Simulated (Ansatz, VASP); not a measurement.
## Two plane-wave programs on Ag

INCAR

```
PREC = Accurate
ENCUT = 520
EDIFF = 1E-6
ISMEAR = 0
SIGMA = 0.15
LREAL = F
LASPH = T
NELM = 80
ALGO = Fast
ISIF = 2
LWAVE = F
LCHARG = T
GGA = PS
LELF = T
LVHAR = T
NBANDS = 18
```

KPOINTS

```
Automatic mesh
0
Gamma
  18 18 10
```

Contents of POSCAR:

```
Ag
1.0
    3.1643979269      0.0000000000      0.0000000000
   -1.5821989634      2.7404489923      0.0000000000
    0.0000000000      0.0000000000      5.1732000000
Ag
2
Direct
    0.3333333333      0.6666666667      0.2500000000
    0.6666666667      0.3333333333      0.7500000000
```

Input for Ansatz:

```yaml
crystal:
  lattice:
    - [3.1643979269, 0.0, 0.0]
    - [-1.5821989634, 2.7404489923, 0.0]
    - [0.0, 0.0, 5.1732]
  atoms:
    - { symbol: Ag, position: [0.3333333333, 0.6666666667, 0.25] }
    - { symbol: Ag, position: [0.6666666667, 0.3333333333, 0.75] }
basis:
  ecutwfc: 420
kpoints:
  mp_grid: { grid: [18, 18, 10] }
hamiltonian:
  xc: pbesol
scf:
  occupations: { method: gaussian, width: 0.15 }
output:
  forces: true
  stress: true
  eigenvalues: true
```

Change from the starting cell: strain +0.080 along x and y, +0.080 along z, atoms carried along.

Alike in both runs: task single point; functional PBEsol; k mesh 18 × 18 × 10; occupations gaussian, width 0.15 eV; no spin polarisation.

```csv
,VASP,Ansatz
version,VASP 6.6.1,Ansatz 0.2.0
potentials or method,"VASP PAW PBE potentials, release 64 (Ag), cutoff 520 eV","scalar-relativistic, plane waves, PAW"
valence electrons in the cell,22,38
```

|  | VASP | Ansatz | Ansatz less VASP |
| --- | --- | --- | --- |
| gap on the k mesh at the Fermi level (eV) | none | none | - |
| pressure (GPa) | -14.9 | -14.9 | -0.04 |
| traceless stress, the component that is largest in VASP (GPa) | 0.12 | 0.12 | -0.002 |

VASP's potentials were made for PBE, not for PBEsol. A gap of «none» marks a metal or a gap that the smearing closes. With one functional, cell and mesh, what is left measures potentials, basis and numerics. VASP's potentials hold 22 valence electrons a cell and Ansatz's 38, so a difference there can come from the potentials and not from the codes.
